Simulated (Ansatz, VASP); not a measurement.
Ca2ZrN2 in VASP and in Ansatz

Contents of INCAR:

```
PREC = Accurate
ENCUT = 520
EDIFF = 1E-6
ISMEAR = 0
SIGMA = 0.2
LREAL = F
LASPH = T
NELM = 60
ALGO = Normal
ISIF = 2
LWAVE = F
LCHARG = F
GGA = PE
NBANDS = 53
```

KPOINTS

```
Automatic mesh
0
Gamma
  4 4 4
```

File POSCAR:

```
Ca2ZrN2
1.0
   -3.1965314114      1.8455182708      3.8286009377
   -3.1965314114     -1.8455182708     -3.8286009377
    3.1965314114     -9.2275913543      3.8286009376
Ca Zr N
4 2 4
Direct
    0.5372357190      0.6418428540      0.1790785730
    0.0372357190      0.6418428540      0.6790785730
    0.9627642810      0.3581571460      0.3209214270
    0.4627642810      0.3581571460      0.8209214270
    0.5000000000      1.0000000000      0.5000000000
    0.0000000000      0.0000000000      0.0000000000
    0.2620831328      0.8252779114      0.0873610443
    0.7620831328      0.8252779114      0.5873610443
    0.2379168672      0.1747220886      0.4126389557
    0.7379168672      0.1747220886      0.9126389557
```

Input for Ansatz:

```yaml
crystal:
  lattice:
    - [-3.1965314114, 1.8455182708, 3.8286009377]
    - [-3.1965314114, -1.8455182708, -3.8286009377]
    - [3.1965314114, -9.2275913543, 3.8286009376]
  atoms:
    - { symbol: Ca, position: [0.537235719, 0.641842854, 0.179078573] }
    - { symbol: Ca, position: [0.037235719, 0.641842854, 0.679078573] }
    - { symbol: Ca, position: [0.962764281, 0.358157146, 0.320921427] }
    - { symbol: Ca, position: [0.462764281, 0.358157146, 0.820921427] }
    - { symbol: Zr, position: [0.5, 1.0, 0.5] }
    - { symbol: Zr, position: [0.0, 0.0, 0.0] }
    - { symbol: "N", position: [0.2620831328, 0.8252779114, 0.0873610443] }
    - { symbol: "N", position: [0.7620831328, 0.8252779114, 0.5873610443] }
    - { symbol: "N", position: [0.2379168672, 0.1747220886, 0.4126389557] }
    - { symbol: "N", position: [0.7379168672, 0.1747220886, 0.9126389557] }
basis:
  ecutwfc: 420
kpoints:
  mp_grid: { grid: [4, 4, 4] }
hamiltonian:
  xc: pbe
scf:
  occupations: { method: gaussian, width: 0.2 }
  lower_state_search: "off"
output:
  forces: true
  stress: true
  eigenvalues: true
```

Alike in both runs: task single point; functional PBE; k mesh 4 × 4 × 4; occupations gaussian, width 0.2 eV; no spin polarisation.

|  | VASP | Ansatz |
| --- | --- | --- |
| version | VASP 6.6.1 | Ansatz 0.2.0 |
| potentials or method | VASP PAW PBE potentials, release 64 (Ca_sv, Zr_sv, N), cutoff 520 eV | scalar-relativistic, plane waves, PAW |
| valence electrons in the cell | 84 | 84 |

Ansatz gave:

| Quantity | Value |
| --- | --- |
| gap on the k mesh at the Fermi level (eV) | none |
| pressure (GPa) | 0.0 |
| traceless stress, the component that is largest in VASP (GPa) | 0.07 |
| rms of the force components (eV/Å) | 0.007 |

Problem. What did VASP give for the same quantities?

Solution. gap on the k mesh at the Fermi level (eV): none; pressure (GPa): 0.1; traceless stress, the component that is largest in VASP (GPa): 0.41; rms of the force components (eV/Å): 0.021.

Atom by atom the forces differ by 0.025 eV/Å (rms over components). A gap of «none» marks a metal or a gap that the smearing closes.
